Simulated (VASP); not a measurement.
**C: single point with PBEsol**

Crystal: C.

```
C
1.0
     1.73125    0.00000    0.00000
     0.00000    1.73125    0.00000
     0.00000    0.00000    1.73125
C
1
Direct
  0.00000 0.00000 0.00000
```

This cell differs from its parent crystal: volume scaled by 0.96.

```json
{
 "Program": "VASP 6.6.1",
 "Task": "single point",
 "Functional": "PBEsol",
 "Potentials or basis": "VASP PAW PBE potentials, release 64 (C)",
 "Cutoff": "520 eV",
 "k mesh": "20 × 20 × 20",
 "Occupations": "fermi-dirac, width 0.1 eV",
 "Spin": "no spin polarisation",
 "Dipole correction": "no",
 "Further INCAR settings": "ALGO = Normal; EDIFF = 1e-07; NBANDS = 8"
}
```

```yaml
Pressure: 20.1 GPa
Band_gap_on_the_k_mesh: zero (band 2 reaches 21.94 eV, above the bottom of band 3 at 9.73 eV)
```

Levels at points of the mesh, in eV from the Fermi level:
```tsv
k point	band 1	band 2	band 3	band 4	band 5	band 6	band 7
(0.00, 0.00, 0.00)	-23.28	9.92	9.92	9.92	26.20	26.20	32.73
(0.50, 0.00, 0.00)	-13.21	-13.07	13.55	13.55	30.73	34.55	40.84
(0.50, 0.50, 0.00)	-6.56	-6.56	-2.29	7.73	16.49	43.36	43.36
(0.50, 0.50, 0.50)	-1.08	-1.08	-1.08	10.23	17.60	17.60	17.60
```

Run time: 3.5 s on 1 thread of Intel Xeon 6975P-C, with other jobs on the host, peak memory 0.11 GiB.

Caveat: the PAW data sets were made with another functional, which shifts forces and pressure a little.
